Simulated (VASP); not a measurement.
H: single point with PBE+D3(BJ)

System: H, in a box.

```
H
1.0
    15.00000    0.00000    0.00000
     0.00000   15.50000    0.00000
     0.00000    0.00000   16.00000
H
1
Direct
  0.50000 0.50000 0.50000
```

```
Program             : VASP 6.6.1
Task                : single point
Functional          : PBE
Dispersion          : D3(BJ)
Potentials or basis : VASP PAW PBE potentials, release 64 (H)
Cutoff              : 520 eV
k mesh              : 1 × 1 × 1
Occupations         : gaussian, width 0.005 eV
Spin                : collinear spin
Starting moments    : [1.0] μB
```

```yaml
Gap_between_the_frontier_levels: 7.48 eV
Net_moment: 1.00 μB per cell
Site_moments: H +0.38 μB
Valence_electrons_inside_the_program's_atomic_spheres: H 0.38
Dispersion_energy_per_atom: 0.000 eV
```

Levels at points of the mesh, in eV from the valence-band top:
Spin up:
```
           k point  band 1  band 2  band 3  band 4
(0.00, 0.00, 0.00)    0.00    7.48    7.95    7.97
```
Spin down:
```csv
k point,band 1,band 2,band 3
"(0.00, 0.00, 0.00)",7.60,8.18,8.19
```

Run time: 9.5 min on 1 thread of Intel(R) Xeon(R) Platinum 8259CL CPU @ 2.50GHz (Skylake/Cascade Lake) (shared host), peak memory 3.4 GiB.
